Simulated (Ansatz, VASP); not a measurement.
# Hf in VASP and in Ansatz

Contents of INCAR:

```
SYSTEM = Hf
PREC     = Accurate       ! precision mode
ENCUT    = 520            ! plane-wave cutoff, eV
EDIFF    = 1E-6           ! SCF threshold, eV
ISMEAR   = 0              ! smearing method
SIGMA    = 0.2            ! smearing width, eV
LREAL    = .FALSE.        ! projectors in reciprocal space
LASPH    = .TRUE.         ! aspherical terms in the spheres
NELM     = 100            ! most SCF steps
ALGO     = Normal         ! electronic algorithm
ISIF     = 2              ! what is computed and relaxed
LWAVE    = .FALSE.        ! write WAVECAR
LCHARG   = .TRUE.         ! write CHGCAR
GGA      = PE             ! functional
LELF     = .TRUE.         ! ELF
LVHAR    = .TRUE.       
NBANDS   = 11             ! bands
```

The input KPOINTS:

```
regular mesh
0
G
  13 13 13
  0 0 0
```

The input POSCAR:

```
Hf
1.0
    0.0000000000      2.2200000000      2.2200000000
    2.2200000000      0.0000000000      2.2200000000
    2.2200000000      2.2200000000      0.0000000000
Hf
1
Direct
    0.0000000000      0.0000000000      0.0000000000
```

Input for Ansatz:

```yaml
crystal:
  lattice:
    - [0.0, 2.22, 2.22]
    - [2.22, 0.0, 2.22]
    - [2.22, 2.22, 0.0]
  atoms:
    - { symbol: Hf, position: [0.0, 0.0, 0.0] }
kpoints:
  mp_grid: { grid: [13, 13, 13] }
scf:
  occupations: { method: gaussian, width: 0.2 }
hamiltonian:
  xc: pbe
  pseudopotentials: { kind: all_electron, lapw: { basis_error: 0.001 } }
output:
  forces: true
  stress: true
  eigenvalues: true
```

Alike in both runs: task single point; functional PBE; k mesh 13 × 13 × 13; occupations gaussian, width 0.2 eV; no spin polarisation.

```csv
,VASP,Ansatz
version,VASP 6.6.1,Ansatz 0.2.0
potentials or method,"VASP PAW PBE potentials, release 64 (Hf_pv), cutoff 520 eV","all-electron LAPW, scalar-relativistic"
```

|  | VASP | Ansatz | Ansatz less VASP |
| --- | --- | --- | --- |
| pressure (GPa) | 2.9 | 3.4 | +0.46 |

Ansatz ran all-electron here, and VASP with PAW potentials.

Spin-orbit coupling is off throughout.
